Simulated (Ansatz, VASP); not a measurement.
**MgO: VASP beside Ansatz**

File INCAR:

```
SYSTEM = MgO
PREC = Accurate
ENCUT = 600
EDIFF = 1E-6
ISMEAR = -1
SIGMA = 0.05
LREAL = .False.
LASPH = .True.
NELM = 80
ALGO = Normal
ISIF = 3
LWAVE = .False.
LCHARG = .False.
GGA = B5
ALDAX = 1.0
AGGAX = 1.0
AGGAC = 1.0
ALDAC = 0.0
IVDW = 13
VDW_S6 = 1.0
VDW_S8 = 2.34076671
VDW_A1 = 0.44488865
VDW_A2 = 4.0933009
IBRION = 2
NSW = 80
EDIFFG = -0.01
```

The input KPOINTS:

```
regular mesh
0
Gamma
  11 11 11
  0 0 0
```

The input POSCAR:

```
MgO
1.0
    0.0000000000      2.0970013927      2.0970013927
    2.0970013927      0.0000000000      2.0970013927
    2.0970013927      2.0970013927      0.0000000000
Mg O
1 1
Direct
    0.0000000000      0.0000000000      0.0000000000
    0.5000000000      0.5000000000      0.5000000000
```

File input.yaml:

```yaml
crystal:
  lattice:
    - [0.0, 2.0970013927, 2.0970013927]
    - [2.0970013927, 0.0, 2.0970013927]
    - [2.0970013927, 2.0970013927, 0.0]
  atoms:
    - { symbol: Mg, position: [0.0, 0.0, 0.0] }
    - { symbol: O, position: [0.5, 0.5, 0.5] }
kpoints:
  mp_grid: { grid: [11, 11, 11] }
scf:
  occupations: { method: fermi_dirac, width: 0.05 }
hamiltonian:
  xc: blyp
  dispersion: d4
  pseudopotentials: { kind: all_electron, lapw: { basis_error: 0.001 } }
output:
  forces: true
  stress: true
relax:
  f_tol: 0.01
  max_steps: 60
  cell: {}
```

Alike in both runs: task relaxation of cell and atoms; functional BLYP; dispersion D4; k mesh 11 × 11 × 11; occupations fermi-dirac, width 0.05 eV; no spin polarisation.

|  | VASP | Ansatz |
| --- | --- | --- |
| version | VASP 6.6.1 | Ansatz 0.2.0 |
| potentials or method | VASP PAW PBE potentials, release 64 (Mg, O), cutoff 600 eV | all-electron LAPW, scalar-relativistic |

Ansatz gave:

| Property | Result |
| --- | --- |
| relaxed volume (Å³/atom) | 9.40 |
| relaxed cell length with the largest relative difference (Å) | 2.985 |

What did VASP give for the same quantities?

Relaxed volume (Å³/atom): 9.35; relaxed cell length with the largest relative difference (Å): 2.979.

VASP's potentials were made for PBE, not for BLYP. Ansatz ran all-electron here, and VASP with PAW potentials.
